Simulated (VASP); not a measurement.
# Pd (Pm-3m) in VASP: notebook

Runs on Pd. Level: r2SCAN. Tasks: single point.

Program: VASP 6.6.1. These are calculated values, not measurements. Logs are shortened: lines on timing, memory, paths and dates and some standing lists are left out, and cuts for length are marked.

**1. The cell of the first run**

It takes space group Pm-3m (No. 221, cubic). The conventional cell has a = 2.589 Å, b = 2.589 Å, c = 2.589 Å, α = 90.00°, β = 90.00°, γ = 90.00°. Pd (site symmetry m-3m) has 6 Pd at 2.59 Å within 3.4 Å.

**2. Single point, r2SCAN**

Contents of POSCAR:

```
Pd
1.0
    2.5886192809      0.0000000000      0.0000000000
    0.0000000000      2.5886192809      0.0000000000
    0.0000000000      0.0000000000      2.5886192809
Pd
1
Direct
    0.0000000000      0.0000000000      0.0000000000
```

Contents of INCAR.step1:

```
  PREC = Accurate
  ENCUT = 520
  ISMEAR = -1
  SIGMA = 0.1
  LREAL = F
  LASPH = T
  NELM = 80
  NBANDS = 11
  GGA = PE
  ALGO = Normal
  EDIFF = 1E-4
  LWAVE = T
  LCHARG = F
```

Contents of INCAR.step2:

```
  PREC = Accurate
  ENCUT = 520
  EDIFF = 1E-6
  ISMEAR = -1
  SIGMA = 0.1
  LREAL = F
  LASPH = T
  NELM = 80
  ALGO = Normal
  ISIF = 2
  LWAVE = F
  LCHARG = F
  METAGGA = R2SCAN
  LMIXTAU = T
  NBANDS = 11
  ISTART = 1
```

Contents of KPOINTS:

```
regular mesh
0
Gamma
  6 6 6
```

Potentials or basis: VASP PAW PBE potentials, release 64 (Pd).

Run with:

```bash
$ cat potpaw_PBE.64/Pd/POTCAR > POTCAR
$ cp INCAR.step1 INCAR
$ mpirun -np 1 vasp_std > vasp.out
$ cp INCAR.step2 INCAR
$ mpirun -np 1 vasp_std > vasp.out
```

OUTCAR:

```text
PREC = Accurate
   ENCUT = 520
   EDIFF = 1E-6
   ISMEAR = -1
   LREAL = F
   LASPH = T
   NELM = 80
   ISIF = 2
   METAGGA = R2SCAN
   ISTART = 1

 ion  position               nearest neighbor table
   1  0.000  0.000  0.000-

  LATTYP: Found a simple cubic cell.
 ALAT       =     2.5886192809

  Lattice vectors:

 A1 = (   2.5886192809,   0.0000000000,   0.0000000000)
 A2 = (   0.0000000000,   2.5886192809,   0.0000000000)
 A3 = (   0.0000000000,   0.0000000000,   2.5886192809)

Analysis of symmetry for initial positions (statically):
=====================================================================
 Subroutine PRICEL returns:
 Original cell was already a primitive cell.

 Routine SETGRP: Setting up the symmetry group for a
 simple cubic supercell.

 Subroutine GETGRP returns: Found 48 space group operations
 (whereof 48 operations were pure point group operations)
 out of a pool of 48 trial point group operations.

The static configuration has the point symmetry O_h .

Analysis of symmetry for dynamics (positions and initial velocities):
=====================================================================
 Subroutine PRICEL returns:
 Original cell was already a primitive cell.

 Routine SETGRP: Setting up the symmetry group for a
 simple cubic supercell.

 Subroutine GETGRP returns: Found 48 space group operations
 (whereof 48 operations were pure point group operations)
 out of a pool of 48 trial point group operations.

The dynamic configuration has the point symmetry O_h .

 Subroutine INISYM returns: Found 48 space group operations
 (whereof 48 operations are pure point group operations),
 and found     1 'primitive' translations

----------------------------------------------------------------------------------------

                                     Primitive cell

  volume of cell :      17.3462

  direct lattice vectors                    reciprocal lattice vectors
     2.588619281  0.000000000  0.000000000     0.386306325  0.000000000  0.000000000
     0.000000000  2.588619281  0.000000000     0.000000000  0.386306325  0.000000000
     0.000000000  0.000000000  2.588619281     0.000000000  0.000000000  0.386306325

  length of vectors
     2.588619281  2.588619281  2.588619281     0.386306325  0.386306325  0.386306325

  position of ions in fractional coordinates (direct lattice)
[... 74 lines left out ...]
   EDIFFG = 0.1E-04   stopping-criterion for IOM
   NSW    =      0    number of steps for IOM
   IBRION =     -1    ionic relax: 0-MD 1-quasi-New 2-CG
   NFREE  =      0    steps in history (QN), initial steepest desc. (CG)
   ISIF   =      2    stress and relaxation
   ISYM   =      2    0-nonsym 1-usesym 2-fastsym
   POTIM  = 0.5000    time-step for ionic-motion
   TEBEG  =    0.0;   TEEND  =   0.0 temperature during run
   PSTRESS=    0.0 pullay stress
   NELECT =      10.0000    total number of electrons
   NUPDOWN=      -1.0000    fix difference up-down
   EMIN   =  10.00;   EMAX   =-10.00  energy-range for DOS
   EFERMI =   0.00;   METHOD = LEGACY
   ISMEAR =    -1;   SIGMA  =   0.10  broadening in eV -4-tet -1-fermi 0-gaus
   EFERMI_NEDOS =   21; number of points for ismear=-14 and -15
   IALGO  =     38    algorithm
   IMIX   =      4    mixing-type and parameters
     AMIX     =   0.40;   BMIX     =  1.00
     AMIX_MAG =   1.60;   BMIX_MAG =  1.00
  volume/ion in A,a.u.               =      17.35       117.06
  Fermi-wavevector in a.u.,A,eV,Ry     =   1.362511  2.574772 25.258344  1.856436
  Thomas-Fermi vector in A             =   2.488994
   LORBIT       =      0    0 simple, 1 ext, 2 COOP (PROOUT), +10 PAW based schemes
   METAGGA = R2SCAN    functional components
   LHFCALC =     F    Hartree Fock is set to
   AEXX    =    0.0000 exact exchange contribution
   IVDW    =     0    specifies the selected vdW correction
   LEPSILON=     F    determine dielectric tensor
   LRPA    =     F    only Hartree local field effects (RPA)
 non-spin polarized calculation
  energy-cutoff  :      520.00
  volume of cell :       17.35
 maximum number of plane-waves:       480
 NGX is ok and might be reduce to    20
   NGX =  9   NGY =  9   NGZ =  9

 number of electron      10.0000005 magnetization

 Free energy of the ion-electron system (eV)
  ---------------------------------------------------
  ext. energy  EPLUGINS =         0.00000000
  ---------------------------------------------------
  free energy    TOTEN  =       -22.42065074 eV

  energy without entropy =      -22.37386316  energy(sigma->0) =      -22.39725695

 E-fermi :   7.3293     XC(G=0): -12.7926

 val. band max:        7.2440123352   @ k =   0.5000   0.3333   0.1667
 cond. band min:       7.3794989567   @ k =   0.0000   0.0000   0.0000
 fundamental gap:      0.1354866215
 Fermi energy:         7.3292866047

 k-point     1 :       0.0000    0.0000    0.0000
  band No.  band energies     occupation
      1       1.3397      2.00000
      2       2.6475      2.00000
      3       2.6475      2.00000
      4       7.3795      0.75408
      5       7.3795      0.75408
      6       7.3795      0.75408
      7      24.7948      0.00000
      8      24.7948      0.00000
      9      24.7948      0.00000
     10      30.2762      0.00000
     11      31.4536      0.00000
[... 253 lines left out ...]
 k-point    20 :       0.5000    0.5000    0.5000
  band No.  band energies     occupation
      1       3.2889      2.00000
      2       3.2889      2.00000
      3       3.2889      2.00000
      4       8.7793      0.00000
      5       8.7793      0.00000
      6      19.1267      0.00000
      7      19.3439      0.00000
      8      19.3439      0.00000
      9      19.3439      0.00000
     10      26.0816      0.00000
     11      26.0816      0.00000

------------------------ aborting loop because EDIFF is reached ----------------------------------------

  FORCE on cell =-STRESS in cart. coord.  units (eV):
  Direction    XX          YY          ZZ          XY          YZ          ZX
  --------------------------------------------------------------------------------------
  -------------------------------------------------------------------------------------
  Total        0.0939762      0.0939762      0.0939762      0.0000000     -0.0000000     -0.0000000
  in kB        8.6800864      8.6800864      8.6800864      0.0000000     -0.0000000     -0.0000000
  external PRESSURE =       8.6800864 kB  Pullay stress =       0.0000000 kB

 VOLUME and BASIS-vectors are now :
 -----------------------------------------------------------------------------
  energy-cutoff  :      520.00
  volume of cell :       17.35
      direct lattice vectors                 reciprocal lattice vectors
     2.588619281  0.000000000  0.000000000     0.386306325  0.000000000  0.000000000
     0.000000000  2.588619281  0.000000000     0.000000000  0.386306325  0.000000000
     0.000000000  0.000000000  2.588619281     0.000000000  0.000000000  0.386306325

 POSITION                                       TOTAL-FORCE (eV/Angst)
 -----------------------------------------------------------------------------------
      0.00000      0.00000      0.00000         0.000000      0.000000      0.000000
 -----------------------------------------------------------------------------------
    total drift:                                0.000000      0.000000      0.000000

  FREE ENERGIE OF THE ION-ELECTRON SYSTEM (eV)
  ---------------------------------------------------
  free  energy   TOTEN  =       -22.4206507384 eV

  energy  without entropy=      -22.3738631605  energy(sigma->0) =      -22.39725695
```

OUTCAR.step1:

```text
PREC = Accurate
   ENCUT = 520
   ISMEAR = -1
   LREAL = F
   LASPH = T
   NELM = 80
[... 487 lines left out ...]

 POSITION                                       TOTAL-FORCE (eV/Angst)
 -----------------------------------------------------------------------------------
      0.00000      0.00000      0.00000         0.000000      0.000000      0.000000
 -----------------------------------------------------------------------------------
    total drift:                               -0.000000      0.000000      0.000000

  FREE ENERGIE OF THE ION-ELECTRON SYSTEM (eV)
  ---------------------------------------------------
  free  energy   TOTEN  =        -4.6810554150 eV

  energy  without entropy=       -4.6333213192  energy(sigma->0) =       -4.65718837
```

Wall time 9.3 s (1 thread of Intel Xeon Platinum 8488C (Sapphire Rapids), shared host); peak memory 0.12 GiB.

Results:

| Item | Value |
| --- | --- |
| Free energy | -22.4207 eV |
| Pressure | 0.9 GPa |
| Band gap on the k mesh | zero (band 5 reaches 8.78 eV, above the bottom of band 6 at 6.74 eV) |

Levels at points of the mesh, in eV from the Fermi level:
| k point | band 1 | band 2 | band 3 | band 4 | band 5 | band 6 | band 7 | band 8 | band 9 | band 10 |
| --- | --- | --- | --- | --- | --- | --- | --- | --- | --- | --- |
| (0.00, 0.00, 0.00) | -5.99 | -4.68 | -4.68 | 0.05 | 0.05 | 0.05 | 17.47 | 17.47 | 17.47 | 22.95 |
| (0.50, 0.00, 0.00) | -4.18 | -3.95 | -1.59 | -1.59 | 0.20 | 0.72 | 5.35 | 19.34 | 22.44 | 23.18 |
| (0.50, 0.50, 0.00) | -4.93 | -3.47 | -1.29 | -1.29 | 1.35 | 6.07 | 6.07 | 12.41 | 13.16 | 24.79 |
| (0.50, 0.50, 0.50) | -4.04 | -4.04 | -4.04 | 1.45 | 1.45 | 11.80 | 12.01 | 12.01 | 12.01 | 18.75 |

Caveat: the k points lie up to 0.40 Å⁻¹ apart; the PAW data sets were made with another functional, which shifts forces and pressure a little.

**3. Single point, r2SCAN**

Contents of POSCAR:

```
Pd
1.0
    2.5886192817      0.0000000000      0.0000000000
    0.0000000000      2.5886192817      0.0000000000
    0.0000000000      0.0000000000      2.5886192817
Pd
1
Direct
    0.0000000000      0.0000000000      0.0000000000
```

Contents of INCAR.step1:

```
SYSTEM = Pd
PREC = Accurate
ENCUT = 520
ISMEAR = -1
SIGMA = 0.1
LREAL = .False.
LASPH = .True.
NELM = 100
NBANDS = 11
GGA = PE
ALGO = Normal
EDIFF = 1E-4
LWAVE = .True.
LCHARG = .False.
```

Contents of INCAR.step2:

```
SYSTEM = Pd
PREC = Accurate
ENCUT = 520
EDIFF = 1E-6
ISMEAR = -1
SIGMA = 0.1
LREAL = .False.
LASPH = .True.
NELM = 100
ALGO = Normal
ISIF = 2
LWAVE = .False.
LCHARG = .False.
METAGGA = R2SCAN
LMIXTAU = .True.
NBANDS = 11
ISTART = 1
```

Contents of KPOINTS:

```
Automatic mesh
0
Gamma
  12 12 12
  0 0 0
```

Potentials or basis: VASP PAW PBE potentials, release 64 (Pd).

Run with:

```bash
$ cat potpaw_PBE.64/Pd/POTCAR > POTCAR
$ cp INCAR.step1 INCAR
$ mpirun -np 1 vasp_std > vasp.out
$ cp INCAR.step2 INCAR
$ mpirun -np 1 vasp_std > vasp.out
```

It took 25 s on 1 thread of Intel Xeon Platinum 8488C (Sapphire Rapids), shared host; peak memory 0.13 GiB.

The run converged. Its results:

```
Free energy            : -22.4815 eV
Pressure               : 0.5 GPa
Band gap on the k mesh : zero (band 5 reaches 8.80 eV, above the bottom of band 6 at 6.69 eV)
```

Levels at points of the mesh, in eV from the Fermi level:
```tsv
k point	band 2	band 3	band 4	band 5	band 6	band 7	band 8	band 9
(0.00, 0.00, 0.00)	-4.77	-4.77	-0.04	-0.04	-0.04	17.36	17.36	17.36
(0.50, 0.00, 0.00)	-4.04	-1.69	-1.69	0.11	0.63	5.26	19.25	22.33
(0.50, 0.50, 0.00)	-3.57	-1.38	-1.38	1.26	5.97	5.97	12.31	13.07
(0.50, 0.50, 0.50)	-4.14	-4.14	1.37	1.37	11.69	11.91	11.91	11.91
```

Caveat: the PAW data sets were made with another functional, which shifts forces and pressure a little.

**4. Single point, r2SCAN (volume scaled by 0.88)**

Contents of POSCAR:

```
Pd
1.0
    2.4806323657      0.0000000000      0.0000000000
    0.0000000000      2.4806323657      0.0000000000
    0.0000000000      0.0000000000      2.4806323657
Pd
1
Direct
    0.0000000000      0.0000000000      0.0000000000
```

Contents of INCAR.step1:

```
  ALGO = Normal
  EDIFF = 1E-4
  ENCUT = 520
  GGA = PE
  ISMEAR = -1
  LASPH = T
  LCHARG = F
  LREAL = F
  LWAVE = T
  NBANDS = 11
  NELM = 60
  PREC = Accurate
  SIGMA = 0.1
```

Contents of INCAR.step2:

```
  ALGO = Normal
  EDIFF = 1E-6
  ENCUT = 520
  ISIF = 2
  ISMEAR = -1
  ISTART = 1
  LASPH = T
  LCHARG = F
  LMIXTAU = T
  LREAL = F
  LWAVE = F
  METAGGA = R2SCAN
  NBANDS = 11
  NELM = 60
  PREC = Accurate
  SIGMA = 0.1
```

Contents of KPOINTS:

```
k-points
0
Gamma
  14 14 14
```

Potentials or basis: VASP PAW PBE potentials, release 64 (Pd).

Run with:

```bash
$ cat potpaw_PBE.64/Pd/POTCAR > POTCAR
$ cp INCAR.step1 INCAR
$ mpirun -np 1 vasp_std > vasp.out
$ cp INCAR.step2 INCAR
$ mpirun -np 1 vasp_std > vasp.out
```

OUTCAR:

```text
EDIFF = 1E-6
   ENCUT = 520
   ISIF = 2
   ISMEAR = -1
   ISTART = 1
   LASPH = T
   LREAL = F
   METAGGA = R2SCAN
   NELM = 60
   PREC = Accurate

 ion  position               nearest neighbor table
   1  0.000  0.000  0.000-

  LATTYP: Found a simple cubic cell.
 ALAT       =     2.4806323657

  Lattice vectors:

 A1 = (   2.4806323657,   0.0000000000,   0.0000000000)
 A2 = (   0.0000000000,   2.4806323657,   0.0000000000)
 A3 = (   0.0000000000,   0.0000000000,   2.4806323657)

Analysis of symmetry for initial positions (statically):
=====================================================================
 Subroutine PRICEL returns:
 Original cell was already a primitive cell.

 Routine SETGRP: Setting up the symmetry group for a
 simple cubic supercell.

 Subroutine GETGRP returns: Found 48 space group operations
 (whereof 48 operations were pure point group operations)
 out of a pool of 48 trial point group operations.

The static configuration has the point symmetry O_h .

Analysis of symmetry for dynamics (positions and initial velocities):
=====================================================================
 Subroutine PRICEL returns:
 Original cell was already a primitive cell.

 Routine SETGRP: Setting up the symmetry group for a
 simple cubic supercell.

 Subroutine GETGRP returns: Found 48 space group operations
 (whereof 48 operations were pure point group operations)
 out of a pool of 48 trial point group operations.

The dynamic configuration has the point symmetry O_h .

 Subroutine INISYM returns: Found 48 space group operations
 (whereof 48 operations are pure point group operations),
 and found     1 'primitive' translations

----------------------------------------------------------------------------------------
[... 113 lines left out ...]
  Fermi-wavevector in a.u.,A,eV,Ry     =   1.421824  2.686857 27.505303  2.021583
  Thomas-Fermi vector in A             =   2.542593
   LORBIT       =      0    0 simple, 1 ext, 2 COOP (PROOUT), +10 PAW based schemes
   METAGGA = R2SCAN    functional components
   LHFCALC =     F    Hartree Fock is set to
   AEXX    =    0.0000 exact exchange contribution
   IVDW    =     0    specifies the selected vdW correction
   LEPSILON=     F    determine dielectric tensor
   LRPA    =     F    only Hartree local field effects (RPA)
 non-spin polarized calculation
  energy-cutoff  :      520.00
  volume of cell :       15.26
 maximum number of plane-waves:       437
   NGX =  9   NGY =  9   NGZ =  9

 number of electron      10.0000007 magnetization

 Free energy of the ion-electron system (eV)
  ---------------------------------------------------
  ext. energy  EPLUGINS =         0.00000000
  ---------------------------------------------------
  free energy    TOTEN  =       -22.32698205 eV

  energy without entropy =      -22.28708881  energy(sigma->0) =      -22.30703543

 E-fermi :   9.4326     XC(G=0): -13.6668

 val. band max:        9.4151757616   @ k =   0.0714   0.0000   0.0000
 cond. band min:       9.4418988468   @ k =   0.1429   0.0000   0.0000
 fundamental gap:      0.0267230851
 Fermi energy:         9.4325529141

 k-point     1 :       0.0000    0.0000    0.0000
  band No.  band energies     occupation
      1       2.3844      2.00000
      2       3.6359      2.00000
      3       3.6359      2.00000
      4       9.4057      1.13362
      5       9.4057      1.13362
      6       9.4057      1.13362
      7      27.7706      0.00000
      8      27.7706      0.00000
      9      27.7706      0.00000
     10      32.0310      0.00000
     11      35.2647      0.00000
[... 309 lines left out ...]
 k-point    24 :       0.3571    0.2143    0.0000
  band No.  band energies     occupation
      1       4.4597      2.00000
      2       5.1913      2.00000
      3       6.3901      2.00000
      4       7.8278      2.00000
      5       8.7662      1.99745
      6       9.6943      0.13608
      7      18.7082      0.00000
      8      25.8640      0.00000
      9      30.8259      0.00000
     10      32.2105      0.00000
     11      34.4410      0.00000

 [... further k-points ...]

------------------------ aborting loop because EDIFF is reached ----------------------------------------

  FORCE on cell =-STRESS in cart. coord.  units (eV):
  Direction    XX          YY          ZZ          XY          YZ          ZX
  --------------------------------------------------------------------------------------
  -------------------------------------------------------------------------------------
  Total        2.4223673      2.4223673      2.4223673      0.0000000      0.0000000      0.0000000
  in kB      254.2513991    254.2513991    254.2513991      0.0000000      0.0000000      0.0000000
  external PRESSURE =     254.2513991 kB  Pullay stress =       0.0000000 kB

 VOLUME and BASIS-vectors are now :
 -----------------------------------------------------------------------------
  energy-cutoff  :      520.00
  volume of cell :       15.26
      direct lattice vectors                 reciprocal lattice vectors
     2.480632366  0.000000000  0.000000000     0.403123016  0.000000000  0.000000000
     0.000000000  2.480632366  0.000000000     0.000000000  0.403123016  0.000000000
     0.000000000  0.000000000  2.480632366     0.000000000  0.000000000  0.403123016

 POSITION                                       TOTAL-FORCE (eV/Angst)
 -----------------------------------------------------------------------------------
      0.00000      0.00000      0.00000         0.000000      0.000000      0.000000
 -----------------------------------------------------------------------------------
    total drift:                               -0.000000      0.000000      0.000000

  FREE ENERGIE OF THE ION-ELECTRON SYSTEM (eV)
  ---------------------------------------------------
  free  energy   TOTEN  =       -22.3269820475 eV

  energy  without entropy=      -22.2870888071  energy(sigma->0) =      -22.30703543
```

OSZICAR.step1:

```text
N       E                     dE             d eps       ncg     rms          rms(c)
DAV:   1     0.437631758441E+02    0.43763E+02   -0.51617E+03  2648   0.847E+02
DAV:   2    -0.417903560463E+01   -0.47942E+02   -0.46208E+02  2910   0.184E+02
DAV:   3    -0.472472607528E+01   -0.54569E+00   -0.54304E+00  3235   0.211E+01
DAV:   4    -0.472742078461E+01   -0.26947E-02   -0.26943E-02  3149   0.153E+00
DAV:   5    -0.472745387800E+01   -0.33093E-04   -0.33093E-04  3646   0.151E-01    0.841E+00
DAV:   6    -0.455138723401E+01    0.17607E+00   -0.59982E-01  3153   0.645E+00    0.449E+00
DAV:   7    -0.453944759210E+01    0.11940E-01   -0.82453E-03  3387   0.739E-01    0.215E+00
DAV:   8    -0.453618495669E+01    0.32626E-02   -0.13683E-03  3237   0.330E-01    0.519E-02
DAV:   9    -0.453618323957E+01    0.17171E-05   -0.16294E-05  2211   0.372E-02
   1 F= -.45361832E+01 E0= -.45141324E+01  d E =-.441018E-01
```

Run time: 29 s. Hardware: 1 thread of Intel Xeon Platinum 8488C (Sapphire Rapids), shared host; peak memory 0.13 GiB.

Results:

```
Free energy            : -22.3270 eV
Pressure               : 25.4 GPa
Band gap on the k mesh : zero (band 5 reaches 11.13 eV, above the bottom of band 6 at 8.59 eV)
```

Caveat: the PAW data sets were made with another functional, which shifts forces and pressure a little.

**5. Summary**

```csv
cell,k mesh,gap on the mesh (eV),pressure (GPa)
"a = 2.589 Å, 1 atom",6 × 6 × 6,none,0.9
"a = 2.589 Å, 1 atom",12 × 12 × 12,none,0.5
"a = 2.481 Å, 1 atom",14 × 14 × 14,none,25.4
```

Alike in all rows: task single point; level r2SCAN; potentials or basis VASP PAW PBE potentials, release 64 (Pd); no spin polarisation; cutoff (eV) 520; smearing fermi-dirac 0.1 eV.

Caveats: some runs use coarse meshes; the PAW data sets were made with another functional, which shifts forces and pressure a little.

Total energies depend on the potentials used, so only differences within one code and one set of settings carry meaning.
